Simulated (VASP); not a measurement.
# Sn (I4/mmm) in VASP: single point with PBEsol

Aim: the single point of Sn with PBEsol.

Program: VASP 6.6.1. These are calculated values, not measurements. Logs are shortened: lines on timing, memory, paths and dates and some standing lists are left out, and cuts for length are marked.

## 1. The cell of the first run

The structure is tetragonal, space group I4/mmm (No. 139). The conventional cell has a = 3.903 Å, b = 3.903 Å, c = 3.676 Å, α = 90.00°, β = 90.00°, γ = 90.00°. Sn (site symmetry 4/mmm) has 14 Sn at 3.32 to 3.90 Å within 4.4 Å.

## 2. Single point, PBEsol (strain +0.030 along x and y, -0.030 along z)

INCAR

```
PREC     = Accurate       # precision mode
ENCUT    = 520            # plane-wave cutoff, eV
EDIFF    = 1E-7           # SCF threshold, eV
ISMEAR   = 0              # smearing method
SIGMA    = 0.15           # smearing width, eV
LREAL    = False          # projectors in reciprocal space
LASPH    = True           # aspherical terms in the spheres
NELM     = 100            # most SCF steps
ALGO     = Fast           # electronic algorithm
ISIF     = 2              # what is computed and relaxed
LWAVE    = False          # write WAVECAR
LCHARG   = False          # write CHGCAR
GGA      = PS             # functional
NBANDS   = 13             # bands
```

KPOINTS

```
Automatic mesh
0
Gamma
  18 18 18
```

POSCAR

```
Sn
1.0
   -1.9514913738      1.9514913738      1.8378122646
    1.9514913738     -1.9514913738      1.8378122646
    1.9514913738      1.9514913738     -1.8378122646
Sn
1
Direct
    0.0000000000      0.0000000000      0.0000000000
```

Potentials or basis: VASP PAW PBE potentials, release 64 (Sn_d).

The run is started by

```console
$ cat potpaw_PBE.64/Sn_d/POTCAR > POTCAR
$ mpirun -np 1 vasp_std > vasp.out
```

OUTCAR:

```text
PREC = Accurate
   ENCUT = 520
   EDIFF = 1E-7
   ISMEAR = 0
   LREAL = False
   LASPH = True
   NELM = 100
   ISIF = 2
   GGA = PS

 ion  position               nearest neighbor table
   1  0.000  0.000  0.000-

  LATTYP: Found a body centered tetragonal cell.
 ALAT       =     3.9029827476
 C/A-ratio  =     0.9417475728

  Lattice vectors:

 A1 = (  -1.9514913738,   1.9514913738,   1.8378122646)
 A2 = (   1.9514913738,  -1.9514913738,   1.8378122646)
 A3 = (   1.9514913738,   1.9514913738,  -1.8378122646)

Analysis of symmetry for initial positions (statically):
=====================================================================
 Subroutine PRICEL returns:
 Original cell was already a primitive cell.

 Routine SETGRP: Setting up the symmetry group for a
 body centered tetragonal supercell.

 Subroutine GETGRP returns: Found 16 space group operations
 (whereof 16 operations were pure point group operations)
 out of a pool of 16 trial point group operations.

The static configuration has the point symmetry D_4h.

Analysis of symmetry for dynamics (positions and initial velocities):
=====================================================================
 Subroutine PRICEL returns:
 Original cell was already a primitive cell.

 Routine SETGRP: Setting up the symmetry group for a
 body centered tetragonal supercell.

 Subroutine GETGRP returns: Found 16 space group operations
 (whereof 16 operations were pure point group operations)
 out of a pool of 16 trial point group operations.

The dynamic configuration has the point symmetry D_4h.

 Subroutine INISYM returns: Found 16 space group operations
 (whereof 16 operations are pure point group operations),
 and found     1 'primitive' translations

----------------------------------------------------------------------------------------

                                     Primitive cell

  volume of cell :      27.9959

  direct lattice vectors                    reciprocal lattice vectors
    -1.951491374  1.951491374  1.837812265     0.000000000  0.256214302  0.272062609
     1.951491374 -1.951491374  1.837812265     0.256214302  0.000000000  0.272062609
     1.951491374  1.951491374 -1.837812265     0.256214302  0.256214302  0.000000000

  length of vectors
     3.315748948  3.315748948  3.315748948     0.373716245  0.373716245  0.362341741

  position of ions in fractional coordinates (direct lattice)
     0.000000000  0.000000000  0.000000000

  ion indices of the primitive-cell ions
   primitive index   ion index
                 1           1

----------------------------------------------------------------------------------------

 KPOINTS: Automatic mesh

Automatic generation of k-mesh.
 Grid dimensions read from file:
 generate k-points for:   18   18   18

 Generating k-lattice:

  Cartesian coordinates                     Fractional coordinates (reciprocal lattice)
     0.000000000  0.014234128  0.015114589     0.055555556  0.000000000 -0.000000000
     0.014234128  0.000000000  0.015114589     0.000000000  0.055555556 -0.000000000
     0.014234128  0.014234128  0.000000000     0.000000000  0.000000000  0.055555556

  Length of vectors
     0.020762014  0.020762014  0.020130097

  Shift w.r.t. Gamma in fractional coordinates (k-lattice)
     0.000000000  0.000000000  0.000000000

 Subroutine IBZKPT returns following result:
 ===========================================

 Found    480 irreducible k-points:

 Following reciprocal coordinates:
            Coordinates               Weight
  0.000000  0.000000  0.000000      1.000000
  0.055556 -0.000000  0.000000      8.000000
  0.111111 -0.000000  0.000000      8.000000
  0.166667 -0.000000  0.000000      8.000000
  0.222222 -0.000000  0.000000      8.000000
  0.277778 -0.000000  0.000000      8.000000
[... 16 lines left out ...]
 -0.277778  0.055556 -0.000000     16.000000
 -0.222222  0.055556 -0.000000     16.000000
 [... further k-points ...]
   k-points           NKPTS =    480   k-points in BZ     NKDIM =    480   number of bands    NBANDS=     13
   number of dos      NEDOS =    301   number of ions     NIONS =      1
   total plane-waves  NPLWV =  21952
   dimension x,y,z NGX =    28 NGY =   28 NGZ =   28
   dimension x,y,z NGXF=    56 NGYF=   56 NGZF=   56
   ions per type =               1
   NGX,Y,Z   is equivalent  to a cutoff of  14.04, 14.04, 14.04 a.u.
   NGXF,Y,Z  is equivalent  to a cutoff of  28.08, 28.08, 28.08 a.u.
 SYSTEM =  unknown system
   PREC   = accura    normal or accurate (medium, high low for compatibility)
   ISTART =      0    job   : 0-new  1-cont  2-samecut
   ICHARG =      2    charge: 1-file 2-atom 10-const
   ISPIN  =      1    spin polarized calculation?
   LNONCOLLINEAR =      F non collinear calculations
   LSORBIT =      F    spin-orbit coupling
   LASPH  =      T    aspherical Exc in radial PAW
   ENCUT  =  520.0 eV  38.22 Ry    6.18 a.u.   6.17  6.17  6.17*2*pi/ulx,y,z
   NELM   =    100;   NELMIN=  2; NELMDL= -5     # of ELM steps
   EDIFF  = 0.1E-06   stopping-criterion for ELM
   LREAL  =      F    real-space projection
   EDIFFG = 0.1E-05   stopping-criterion for IOM
   NSW    =      0    number of steps for IOM
   IBRION =     -1    ionic relax: 0-MD 1-quasi-New 2-CG
   NFREE  =      0    steps in history (QN), initial steepest desc. (CG)
   ISIF   =      2    stress and relaxation
   ISYM   =      2    0-nonsym 1-usesym 2-fastsym
   POTIM  = 0.5000    time-step for ionic-motion
   TEBEG  =    0.0;   TEEND  =   0.0 temperature during run
   PSTRESS=    0.0 pullay stress
   NELECT =      14.0000    total number of electrons
   NUPDOWN=      -1.0000    fix difference up-down
   EMIN   =  10.00;   EMAX   =-10.00  energy-range for DOS
   EFERMI =   0.00;   METHOD = LEGACY
   ISMEAR =     0;   SIGMA  =   0.15  broadening in eV -4-tet -1-fermi 0-gaus
   EFERMI_NEDOS =   21; number of points for ismear=-14 and -15
   IALGO  =     68    algorithm
   IMIX   =      4    mixing-type and parameters
     AMIX     =   0.40;   BMIX     =  1.00
     AMIX_MAG =   1.60;   BMIX_MAG =  1.00
  volume/ion in A,a.u.               =      28.00       188.93
  Fermi-wavevector in a.u.,A,eV,Ry     =   1.299429  2.455566 22.973667  1.688517
  Thomas-Fermi vector in A             =   2.430694
   LORBIT       =      0    0 simple, 1 ext, 2 COOP (PROOUT), +10 PAW based schemes
   GGA     = PS    functional components
   LHFCALC =     F    Hartree Fock is set to
   AEXX    =    0.0000 exact exchange contribution
   IVDW    =     0    specifies the selected vdW correction
   LEPSILON=     F    determine dielectric tensor
   LRPA    =     F    only Hartree local field effects (RPA)
 non-spin polarized calculation
 RMM-DIIS sequential band-by-band and
 Gauss-broadening in eV      SIGMA  =   0.15
  energy-cutoff  :      520.00
  volume of cell :       28.00
 maximum number of plane-waves:       779
 NGX is ok and might be reduce to    28
   NGX = 13   NGY = 13   NGZ = 13

 number of electron      13.9999998 magnetization

 Free energy of the ion-electron system (eV)
  ---------------------------------------------------
  ext. energy  EPLUGINS =         0.00000000
  ---------------------------------------------------
  free energy    TOTEN  =        -4.21769290 eV

  energy without entropy =       -4.21150631  energy(sigma->0) =       -4.21459960

 E-fermi :   7.5806     XC(G=0): -10.3669

 val. band max:        7.5683501857   @ k =   0.4444   0.3333   0.0000
 cond. band min:       7.5873669735   @ k =  -0.1667  -0.2778   0.1111
 fundamental gap:      0.0190167879
 Fermi energy:         7.5806229517

 k-point     1 :       0.0000    0.0000    0.0000
  band No.  band energies     occupation
      1     -13.8636      2.00000
      2     -13.8476      2.00000
      3     -13.8476      2.00000
      4     -13.7436      2.00000
      5     -13.7146      2.00000
      6      -3.3124      2.00000
      7      15.0752      0.00000
      8      15.0752      0.00000
      9      15.5319      0.00000
     10      19.3465      0.00000
     11      19.4890      0.00000
     12      19.4890      0.00000
     13      20.1995      0.00000

 k-point     2 :       0.0556   -0.0000    0.0000
  band No.  band energies     occupation
      1     -13.8617      2.00000
      2     -13.8459      2.00000
      3     -13.8447      2.00000
      4     -13.7434      2.00000
      5     -13.7160      2.00000
      6      -3.2453      2.00000
      7      14.6993      0.00000
      8      14.8051      0.00000
      9      15.2527      0.00000
     10      18.7253      0.00000
     11      18.7695      0.00000
     12      19.7722      0.00000
     13      19.9208      0.00000

 k-point     3 :       0.1111   -0.0000    0.0000
  band No.  band energies     occupation
      1     -13.8623      2.00000
      2     -13.8416      2.00000
      3     -13.8304      2.00000
      4     -13.7428      2.00000
      5     -13.7196      2.00000
      6      -3.0439      2.00000
      7      13.4454      0.00000
      8      14.1748      0.00000
      9      14.8485      0.00000
     10      17.7903      0.00000
     11      18.0110      0.00000
     12      19.5291      0.00000
     13      20.8136      0.00000

 k-point     4 :       0.1667   -0.0000    0.0000
  band No.  band energies     occupation
      1     -13.8673      2.00000
      2     -13.8360      2.00000
      3     -13.8043      2.00000
      4     -13.7417      2.00000
      5     -13.7245      2.00000
      6      -2.7081      2.00000
      7      11.7921      0.00000
      8      13.4342      0.00000
      9      14.3842      0.00000
     10      17.0389      0.00000
     11      17.3264      0.00000
     12      19.5614      0.00000
     13      21.6369      0.00000

 k-point     5 :       0.2222   -0.0000    0.0000
  band No.  band energies     occupation
      1     -13.8743      2.00000
      2     -13.8315      2.00000
      3     -13.7710      2.00000
      4     -13.7398      2.00000
      5     -13.7291      2.00000
      6      -2.2382      2.00000
      7      10.0547      0.00000
      8      12.7150      0.00000
      9      13.8995      0.00000
     10      16.4260      0.00000
     11      16.7453      0.00000
     12      19.8242      0.00000
     13      22.0070      0.00000
[... 257 lines left out ...]
 k-point    22 :      -0.3333    0.0556   -0.0000
  band No.  band energies     occupation
      1     -13.8827      2.00000
      2     -13.8300      2.00000
      3     -13.7391      2.00000
      4     -13.7324      2.00000
      5     -13.7163      2.00000
      6      -1.2628      2.00000
      7       7.6086      0.79202
      8      11.3558      0.00000
      9      12.9701      0.00000
     10      15.9125      0.00000
     11      16.8404      0.00000
     12      20.7412      0.00000
     13      22.5237      0.00000

 k-point    23 :      -0.2778    0.0556   -0.0000
  band No.  band energies     occupation
      1     -13.8752      2.00000
      2     -13.8306      2.00000
      3     -13.7517      2.00000
      4     -13.7425      2.00000
      5     -13.7295      2.00000
      6      -1.9244      2.00000
      7       9.2466      0.00000
      8      11.9231      0.00000
      9      13.4222      0.00000
     10      16.3219      0.00000
     11      17.2547      0.00000
     12      20.1417      0.00000
     13      22.1946      0.00000

 k-point    24 :      -0.2222    0.0556   -0.0000
  band No.  band energies     occupation
      1     -13.8678      2.00000
      2     -13.8350      2.00000
      3     -13.7841      2.00000
      4     -13.7459      2.00000
      5     -13.7254      2.00000
      6      -2.4563      2.00000
      7      10.9143      0.00000
      8      12.6334      0.00000
      9      13.9404      0.00000
     10      16.8456      0.00000
     11      17.6974      0.00000
     12      19.7440      0.00000
     13      21.9249      0.00000

 [... further k-points ...]

------------------------ aborting loop because EDIFF is reached ----------------------------------------

  FORCE on cell =-STRESS in cart. coord.  units (eV):
  Direction    XX          YY          ZZ          XY          YZ          ZX
  --------------------------------------------------------------------------------------
  -------------------------------------------------------------------------------------
  Total       -0.5157093     -0.5157093     -0.6574853      0.0000000     -0.0000000      0.0000000
  in kB      -29.5135312    -29.5135312    -37.6272253      0.0000000     -0.0000000      0.0000000
  external PRESSURE =     -32.2180959 kB  Pullay stress =       0.0000000 kB

 VOLUME and BASIS-vectors are now :
 -----------------------------------------------------------------------------
  energy-cutoff  :      520.00
  volume of cell :       28.00
      direct lattice vectors                 reciprocal lattice vectors
    -1.951491374  1.951491374  1.837812265     0.000000000  0.256214302  0.272062609
     1.951491374 -1.951491374  1.837812265     0.256214302  0.000000000  0.272062609
     1.951491374  1.951491374 -1.837812265     0.256214302  0.256214302  0.000000000

 POSITION                                       TOTAL-FORCE (eV/Angst)
 -----------------------------------------------------------------------------------
      0.00000      0.00000      0.00000        -0.000000      0.000000     -0.000000
 -----------------------------------------------------------------------------------
    total drift:                               -0.000000     -0.000000     -0.000000

  FREE ENERGIE OF THE ION-ELECTRON SYSTEM (eV)
  ---------------------------------------------------
  free  energy   TOTEN  =        -4.2176928989 eV

  energy  without entropy=       -4.2115063084  energy(sigma->0) =       -4.21459960
```

Run time: 2.3 min. Hardware: 1 thread of Intel Xeon 6975P-C (Granite Rapids), shared host; peak memory 0.28 GiB.

What came out:

```yaml
Free_energy: -4.2177 eV
Pressure: -3.2 GPa
Band_gap_on_the_k_mesh: zero (bands 7 and 8 overlap by 9.80 eV)
```

Caveat: the cell differs from its parent crystal (strain +0.030 along x and y, -0.030 along z); the cell stands under tension; the PAW data sets were made with another functional, which shifts forces and pressure a little; spin-orbit coupling is left out, which moves the levels of the heavy elements.
